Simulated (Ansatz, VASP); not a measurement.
## One calculation of MoRu3W, two programs

```
CELL_PARAMETERS angstrom
4.30458 0.00000 0.00000
0.00000 4.30458 0.00000
0.00000 0.00000 4.30458
ATOMIC_POSITIONS crystal
Mo 0.00000 0.00000 0.00000
Ru 0.00000 0.50000 0.50000
Ru 0.50000 0.00000 0.50000
Ru 0.50000 0.50000 0.00000
W 0.50000 0.50000 0.50000
```

Change from the starting cell: species swapped into the Ca3GeN type (Pm-3m, No. 221).

Alike in both runs: task relaxation of cell and atoms; functional PBE; k mesh 4 × 4 × 4; occupations gaussian, width 0.1 eV; no spin polarisation.

|  | VASP | Ansatz |
| --- | --- | --- |
| version | VASP 6.6.1 | Ansatz 0.2.0 |
| potentials or method | VASP PAW PBE potentials, release 64 (Mo_sv, Ru_pv, W_sv), cutoff 600 eV | scalar-relativistic, plane waves, PAW |
| valence electrons in the cell | 70 | 76 |

```tsv
	VASP	Ansatz	Ansatz less VASP
gap on the k mesh at the Fermi level, each at its own relaxed structure (eV)	none	none	-
relaxed volume (Å³/atom)	19.50	19.34	-0.160
relaxed cell length with the largest relative difference (Å)	4.603	4.590	-0.0127
```

A gap of «none» marks a metal or a gap that the smearing closes. VASP's potentials hold 70 valence electrons a cell and Ansatz's 76, so a difference there can come from the potentials and not from the codes.

The k mesh is coarse, so the values compare programs but aren't converged. Neither program's run includes spin-orbit coupling. Noted on VASP's run: the volume moved by over 15 % at a fixed basis, so the end points are rough.
